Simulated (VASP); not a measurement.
Here is a VASP 6.6.1 calculation.

The input INCAR:

```
SYSTEM = MnO
PREC = Accurate ; ENCUT = 520
EDIFF = 1E-6 ; ISMEAR = -1
SIGMA = 0.05 ; LREAL = .False.
LASPH = .True. ; NELM = 150
ALGO = Normal ; ISIF = 2
LWAVE = .False. ; LCHARG = .False.
ISPIN = 2 ; MAGMOM = 4 0
LORBIT = 11 ; LMAXMIX = 4
GGA = PE ; NBANDS = 20
```

KPOINTS

```
regular mesh
0
Gamma
  16 16 16
  0 0 0
```

POSCAR

```
MnO
1.0
    0.0444400000      2.2442200000      2.2442200000
    2.2442200000      0.0444400000      2.2442200000
    2.2442200000      2.2442200000      0.0444400000
Mn O
1 1
Direct
    0.0000000000      0.0000000000      0.0000000000
    0.5000000000      0.5000000000      0.5000000000
```

Potentials or basis: VASP PAW PBE potentials, release 64 (Mn_pv, O).

Launch:

```console
$ cat potpaw_PBE.64/Mn_pv/POTCAR potpaw_PBE.64/O/POTCAR > POTCAR
$ mpirun -np 1 vasp_std > vasp.out
```

Problem. What does it give for the site moments?

Solution. Mn +4.32; O +0.20 μB.

Problem. Estimate the net moment.

Solution. 4.76 μB per cell.

Problem. Predict the pressure.

Solution. 0.0 GPa.

Stress tensor (GPa, compression positive):
```
 0.02 -1.32 -1.32
-1.32  0.02 -1.32
-1.32 -1.32  0.02
```

Caveat: the cell differs from its parent crystal (equal xy, yz and zx shear strains of +2 %); a cell with one magnetic atom can't hold antiferromagnetic order, which such compounds often take.
